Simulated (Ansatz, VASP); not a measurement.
Si2W: VASP beside Ansatz

INCAR

```
PREC = Accurate ; ENCUT = 520
EDIFF = 1E-7 ; ISMEAR = 0
SIGMA = 0.1 ; LREAL = F
LASPH = T ; NELM = 80
ALGO = Normal ; ISIF = 2
LWAVE = F ; LCHARG = T
GGA = PS ; LELF = T
LVHAR = T ; NBANDS = 18
```

File KPOINTS:

```
Automatic mesh
0
Gamma
  18 18 18
```

POSCAR

```
Si2W
1.0
   -1.6012849238      1.6012849238      3.9079610700
    1.6012849238     -1.6012849238      3.9079610700
    1.6012849238      1.6012849238     -3.9079610700
Si W
2 1
Direct
    0.3345424480      0.3345424480      0.0000000000
    0.6654575520      0.6654575520      0.0000000000
    0.0000000000      0.0000000000      0.0000000000
```

Input for Ansatz:

```yaml
crystal:
  lattice:
    - [-1.6012849238, 1.6012849238, 3.90796107]
    - [1.6012849238, -1.6012849238, 3.90796107]
    - [1.6012849238, 1.6012849238, -3.90796107]
  atoms:
    - { symbol: Si, position: [0.334542448, 0.334542448, 0.0] }
    - { symbol: Si, position: [0.665457552, 0.665457552, 0.0] }
    - { symbol: W, position: [0.0, 0.0, 0.0] }
basis:
  ecutwfc: 420
kpoints:
  mp_grid: { grid: [18, 18, 18] }
  band_path:
    path:
      - [[0.0, 0.0, 0.0], [0.0, 0.0, 0.5], [0.25, 0.25, 0.25], [0.0, 0.5, 0.0], [0.0, 0.0, 0.0], [0.5, 0.5, -0.5], [0.29197365, 0.70802635, -0.29197365]]
      - [[-0.29197365, 0.29197365, 0.29197365], [0.0, 0.0, 0.0]]
      - [[0.0, 0.0, 0.5], [-0.08394731, 0.08394731, 0.5]]
      - [[0.5, 0.5, -0.08394731], [0.5, 0.5, -0.5]]
    npoints: 14
hamiltonian:
  xc: pbesol
scf:
  occupations: { method: gaussian, width: 0.1 }
  n_extra_bands: 7
output:
  forces: true
  stress: true
  eigenvalues: true
  populations: true
  dos: { projected: true, de: 0.02, nscf_kmesh: { grid: [27, 27, 27] } }
  bader: true
```

Alike in both runs: task single point; functional PBEsol; k mesh 18 × 18 × 18; occupations gaussian, width 0.1 eV; no spin polarisation.

```csv
,VASP,Ansatz
version,VASP 6.6.1,Ansatz 0.2.0
potentials or method,"VASP PAW PBE potentials, release 64 (Si, W_sv), cutoff 520 eV","scalar-relativistic, plane waves, PAW"
valence electrons in the cell,22,22
```

VASP gave:

* gap on the k mesh at the Fermi level (eV): none
* pressure (GPa): 0.3
* rms of the force components (eV/Å): 0.004

What did Ansatz give for the same quantities?

gap on the k mesh at the Fermi level (eV): none; pressure (GPa): 0.0; rms of the force components (eV/Å): 0.002.

VASP's potentials were made for PBE, not for PBEsol. Atom by atom the forces differ by 0.002 eV/Å (rms over components). A gap of «none» marks a metal or a gap that the smearing closes.

Spin-orbit coupling is off throughout.
